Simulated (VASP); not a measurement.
Set up this calculation in VASP 6.6.1, as the native input.

```
Task                   : electric field gradients
Functional             : PBEsol
Potentials or basis    : VASP PAW PBE potentials, release 64 (Ga_d, P)
Cutoff                 : 520 eV
k mesh                 : 12 × 12 × 12
Occupations            : fermi-dirac, width 0.05 eV
Spin                   : no spin polarisation
Dipole correction      : no
Further INCAR settings : ALGO = Normal; EDIFF = 1e-08; NBANDS = 16
```

The structure of GaP (rocksalt type) lies in POSCAR:

```
GaP
1.0
    0.0000000000      2.5804676415      2.5804676415
    2.5804676415      0.0000000000      2.5804676415
    2.5804676415      2.5804676415      0.0000000000
Ga P
1 1
Direct
    0.0000000000      0.0000000000      0.0000000000
    0.5000000000      0.5000000000      0.5000000000
```

One way to write it, as run:

INCAR

```
  PREC = Accurate
  ENCUT = 520
  EDIFF = 1E-8
  ISMEAR = -1
  SIGMA = 0.05
  LREAL = F
  LASPH = T
  NELM = 100
  ALGO = Normal
  ISIF = 2
  LWAVE = F
  LCHARG = F
  GGA = PS
  LEFG = T
  NBANDS = 16
```

KPOINTS

```
Automatic mesh
0
Gamma
  12 12 12
```

Potentials or basis: VASP PAW PBE potentials, release 64 (Ga_d, P).

Command:

```console
$ cat potpaw_PBE.64/Ga_d/POTCAR potpaw_PBE.64/P/POTCAR > POTCAR
$ mpirun -np 1 vasp_std > vasp.out
```

It gave:

* Pressure: -3.6 GPa
* Band gap on the k mesh: zero (band 9 reaches 6.85 eV, above the bottom of band 10 at 3.63 eV)

Caveat: without QUAD_EFG the Cq values of the log hold for a quadrupole moment of 1 mb, not for the nuclei; the PAW data sets were made with another functional, which shifts forces and pressure a little.

Run time: 27 s on 1 thread of Intel(R) Xeon(R) Platinum 8488C (Sapphire Rapids), on a shared host, peak memory 0.18 GiB.
